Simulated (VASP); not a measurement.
# LiF (Pm-3m) in VASP: settings compared

Aim: see how the results for LiF move with the level of theory and the settings. Levels: PBE-based screened hybrid with 100 % exact exchange, PBE-based global hybrid with 40 % exact exchange, HSE06. Tasks: single point.

Program: VASP 6.6.1. These are calculated values, not measurements. Logs are shortened: lines on timing, memory, paths and dates and some standing lists are left out, and cuts for length are marked.

## 1. The cell of the first run

Symmetry: Pm-3m, No. 221, cubic system. The conventional cell has a = 2.516 Å, b = 2.516 Å, c = 2.516 Å, α = 90.00°, β = 90.00°, γ = 90.00°. Li (site symmetry m-3m) has 8 F at 2.18 Å and 6 Li at 2.52 Å within 2.9 Å. Within 2.9 Å of F (site symmetry m-3m) lie 8 Li at 2.18 Å and 6 F at 2.52 Å.

## 2. Single point, PBE-based screened hybrid with 100 % exact exchange

POSCAR reads:

```
LiF
1.0
    2.5162584444      0.0000000000      0.0000000000
    0.0000000000      2.5162584444      0.0000000000
    0.0000000000      0.0000000000      2.5162584444
Li F
1 1
Direct
    0.0000000000      0.0000000000      0.0000000000
    0.5000000000      0.5000000000      0.5000000000
```

INCAR.step1 reads:

```
SYSTEM = LiF
ALGO = Normal
EDIFF = 1E-5
ENCUT = 520
GGA = PE
ISIF = 2
ISMEAR = 0
LASPH = .TRUE.
LREAL = .FALSE.
LWAVE = .TRUE.
NBANDS = 12
NELM = 80
PREC = Accurate
SIGMA = 0.01
```

INCAR.step2 reads:

```
SYSTEM = LiF
AEXX = 1.0
AGGAC = 1.0
ALDAC = 1.0
ALGO = Normal
EDIFF = 1E-6
ENCUT = 520
GGA = PE
HFSCREEN = 0.3
ISIF = 2
ISMEAR = 0
ISTART = 1
LASPH = .TRUE.
LCHARG = .TRUE.
LELF = .TRUE.
LHFCALC = .TRUE.
LREAL = .FALSE.
LVHAR = .TRUE.
LWAVE = .FALSE.
NBANDS = 12
NELM = 80
PREC = Accurate
PRECFOCK = Normal
SIGMA = 0.01
```

KPOINTS reads:

```
k-points
0
G
  4 4 4
  0 0 0
```

Potentials or basis: VASP PAW PBE potentials, release 64 (Li_sv, F).

On the command line:

```sh
cat potpaw_PBE.64/Li_sv/POTCAR potpaw_PBE.64/F/POTCAR > POTCAR
cp INCAR.step1 INCAR
mpirun -np 1 vasp_std > vasp.out
cp INCAR.step2 INCAR
mpirun -np 1 vasp_std > vasp.out
```

OUTCAR:

```text
SYSTEM = LiF
   AEXX = 1.0
   EDIFF = 1E-6
   ENCUT = 520
   GGA = PE
   HFSCREEN = 0.3
   ISIF = 2
   ISMEAR = 0
   ISTART = 1
   LASPH = .TRUE.
   LHFCALC = .TRUE.
   LREAL = .FALSE.
   NELM = 80
   PREC = Accurate
   PRECFOCK = Normal

 ion  position               nearest neighbor table
   1  0.000  0.000  0.000-   2 2.18   2 2.18   2 2.18   2 2.18   2 2.18   2 2.18   2 2.18   2 2.18

   2  0.500  0.500  0.500-   1 2.18   1 2.18   1 2.18   1 2.18   1 2.18   1 2.18   1 2.18   1 2.18

  LATTYP: Found a simple cubic cell.
 ALAT       =     2.5162584444

  Lattice vectors:

 A1 = (   2.5162584444,   0.0000000000,   0.0000000000)
 A2 = (   0.0000000000,   2.5162584444,   0.0000000000)
 A3 = (   0.0000000000,   0.0000000000,   2.5162584444)

Analysis of symmetry for initial positions (statically):
=====================================================================
 Subroutine PRICEL returns:
 Original cell was already a primitive cell.

 Routine SETGRP: Setting up the symmetry group for a
 simple cubic supercell.

 Subroutine GETGRP returns: Found 48 space group operations
 (whereof 48 operations were pure point group operations)
 out of a pool of 48 trial point group operations.

The static configuration has the point symmetry O_h .

Analysis of symmetry for dynamics (positions and initial velocities):
=====================================================================
 Subroutine PRICEL returns:
 Original cell was already a primitive cell.

 Routine SETGRP: Setting up the symmetry group for a
 simple cubic supercell.

 Subroutine GETGRP returns: Found 48 space group operations
 (whereof 48 operations were pure point group operations)
 out of a pool of 48 trial point group operations.

The dynamic configuration has the point symmetry O_h .

 Subroutine INISYM returns: Found 48 space group operations
 (whereof 48 operations are pure point group operations),
 and found     1 'primitive' translations

----------------------------------------------------------------------------------------

                                     Primitive cell

  volume of cell :      15.9318

  direct lattice vectors                    reciprocal lattice vectors
     2.516258444  0.000000000  0.000000000     0.397415457  0.000000000  0.000000000
     0.000000000  2.516258444  0.000000000     0.000000000  0.397415457  0.000000000
[... 87 lines left out ...]
   IALGO  =     38    algorithm
   IMIX   =      1    mixing-type and parameters
     AMIX     =   0.40;   BMIX     =  1.00
     AMIX_MAG =   1.60;   BMIX_MAG =  1.00
  volume/ion in A,a.u.               =       7.97        53.76
  Fermi-wavevector in a.u.,A,eV,Ry     =   1.401693  2.648816 26.731957  1.964743
  Thomas-Fermi vector in A             =   2.524529
   LORBIT       =      0    0 simple, 1 ext, 2 COOP (PROOUT), +10 PAW based schemes
   GGA     = PE    functional components
   LHFCALC =     T    Hartree Fock is set to
   PRECFOCK=normal    Normal, Fast or Accurate (Low or Medium for compatibility)
   ENCUT4O =  -1.0   cutoff for four orbital integrals eV
   NKREDX  =     1    reduce k-point grid by
   NKREDY  =     1    reduce k-point grid by
   NKREDZ  =     1    reduce k-point grid by
   AEXX    =    1.0000 exact exchange contribution
   HFSCREEN=    0.3000 screening length (either q_TF or 0.3 A-1)
   HFSCREENC=   0.3000 screening length for correlation (either q_TF or 0.3 A-1)
   ENCUTFOCK=  -1.0 apply spherical cutoff to Coloumb kernel
   IVDW    =     0    specifies the selected vdW correction
   LEPSILON=     F    determine dielectric tensor
   LRPA    =     F    only Hartree local field effects (RPA)
 non-spin polarized calculation
 Gauss-broadening in eV      SIGMA  =   0.01
  energy-cutoff  :      520.00
  volume of cell :       15.93
 maximum number of plane-waves:       442
 NGX is ok and might be reduce to    20
  NGX = 16; NGY = 16; NGZ = 16

 number of electron      10.0000023 magnetization

 Free energy of the ion-electron system (eV)
  ---------------------------------------------------
  ext. energy  EPLUGINS =         0.00000000
  ---------------------------------------------------
  free energy    TOTEN  =       -15.50350266 eV

  energy without entropy =      -15.50350266  energy(sigma->0) =      -15.50350266

 E-fermi :  -5.6351     XC(G=0):  -3.4634

 val. band max:       -5.7465427688   @ k =   0.5000   0.5000   0.0000
 cond. band min:      10.2237913681   @ k =   0.0000   0.0000   0.0000
 fundamental gap:     15.9703341369
 Fermi energy:        -5.6350700061

 k-point     1 :       0.0000    0.0000    0.0000
  band No.  band energies     occupation
      1     -56.8649      2.00000
      2     -33.1878      2.00000
      3      -6.5959      2.00000
      4      -6.5959      2.00000
      5      -6.5959      2.00000
      6      10.2238      0.00000
      7      21.7627      0.00000
      8      21.7627      0.00000
      9      25.0206      0.00000
     10      25.0206      0.00000
     11      25.0206      0.00000
     12      43.7501      0.00000
[... 121 lines left out ...]
 k-point    10 :       0.5000    0.5000    0.5000
  band No.  band energies     occupation
      1     -56.7311      2.00000
      2     -31.4142      2.00000
      3      -8.6668      2.00000
      4      -8.6668      2.00000
      5      -8.6668      2.00000
      6      13.6081      0.00000
      7      13.6081      0.00000
      8      13.6081      0.00000
      9      29.6278      0.00000
     10      29.6278      0.00000
     11      29.6278      0.00000
     12      30.4543      0.00000

------------------------ aborting loop because EDIFF is reached ----------------------------------------

  FORCE on cell =-STRESS in cart. coord.  units (eV):
  Direction    XX          YY          ZZ          XY          YZ          ZX
  --------------------------------------------------------------------------------------
  -------------------------------------------------------------------------------------
  Total       -0.7041179     -0.7041179     -0.7041179      0.0000000      0.0000000     -0.0000000
  in kB      -70.8092880    -70.8092880    -70.8092880      0.0000000      0.0000000     -0.0000000
  external PRESSURE =     -70.8092880 kB  Pullay stress =       0.0000000 kB

 VOLUME and BASIS-vectors are now :
 -----------------------------------------------------------------------------
  energy-cutoff  :      520.00
  volume of cell :       15.93
      direct lattice vectors                 reciprocal lattice vectors
     2.516258444  0.000000000  0.000000000     0.397415457  0.000000000  0.000000000
     0.000000000  2.516258444  0.000000000     0.000000000  0.397415457  0.000000000
     0.000000000  0.000000000  2.516258444     0.000000000  0.000000000  0.397415457

 POSITION                                       TOTAL-FORCE (eV/Angst)
 -----------------------------------------------------------------------------------
      0.00000      0.00000      0.00000         0.000000      0.000000      0.000000
      1.25813      1.25813      1.25813         0.000000      0.000000      0.000000
 -----------------------------------------------------------------------------------
    total drift:                                0.000001      0.000001      0.000001

  FREE ENERGIE OF THE ION-ELECTRON SYSTEM (eV)
  ---------------------------------------------------
  free  energy   TOTEN  =       -15.5035026630 eV

  energy  without entropy=      -15.5035026630  energy(sigma->0) =      -15.50350266
```

OSZICAR.step1:

```text
N       E                     dE             d eps       ncg     rms          rms(c)
DAV:   1     0.381659440788E+02    0.38166E+02   -0.55909E+03   248   0.859E+02
DAV:   2    -0.817412694816E+01   -0.46340E+02   -0.45198E+02   296   0.190E+02
DAV:   3    -0.957018302780E+01   -0.13961E+01   -0.13945E+01   300   0.297E+01
DAV:   4    -0.957979702404E+01   -0.96140E-02   -0.96135E-02   272   0.276E+00
DAV:   5    -0.957989023161E+01   -0.93208E-04   -0.93207E-04   296   0.237E-01    0.449E+00
DAV:   6    -0.904521046227E+01    0.53468E+00   -0.24038E+00   240   0.956E+00    0.137E+00
DAV:   7    -0.903625757150E+01    0.89529E-02   -0.17380E-02   312   0.117E+00    0.838E-01
DAV:   8    -0.903309277667E+01    0.31648E-02   -0.13772E-02   308   0.124E+00    0.105E-01
DAV:   9    -0.903312738051E+01   -0.34604E-04   -0.46827E-04   284   0.204E-01    0.461E-02
DAV:  10    -0.903319461576E+01   -0.67235E-04   -0.98919E-05   256   0.820E-02    0.519E-03
DAV:  11    -0.903319460303E+01    0.12734E-07   -0.11750E-06   168   0.938E-03
   1 F= -.90331946E+01 E0= -.90331946E+01  d E =-.723165E-58
```

Wall time 50 s (1 thread of AMD EPYC 9R45 (Zen 5), shared host); peak memory 0.19 GiB.

Results:

- Free energy: -15.5035 eV
- Band gap on the k mesh: 15.97 eV (least direct gap 16.82 eV)

Levels at points of the mesh, in eV from the valence-band top:
| k point | band 3 | band 4 | band 5 | band 6 | band 7 | band 8 |
| --- | --- | --- | --- | --- | --- | --- |
| (0.00, 0.00, 0.00) | -0.85 | -0.85 | -0.85 | 15.97 | 27.51 | 27.51 |
| (0.50, 0.00, 0.00) | -4.54 | -0.37 | -0.37 | 17.66 | 23.63 | 29.57 |
| (0.50, 0.50, 0.00) | -3.97 | -3.97 | 0.00 | 21.81 | 22.92 | 22.92 |
| (0.50, 0.50, 0.50) | -2.92 | -2.92 | -2.92 | 19.35 | 19.35 | 19.35 |

Caveat: the k points lie up to 0.62 Å⁻¹ apart; the cutoff is under 1.25 times the usual one of these potentials, so pressure, stress and relaxed cells hold a basis-set (Pulay) error; the PAW data sets were made with another functional, which shifts forces and pressure a little. A k mesh can miss the band edges.

(Continued in part 2 of 2.)
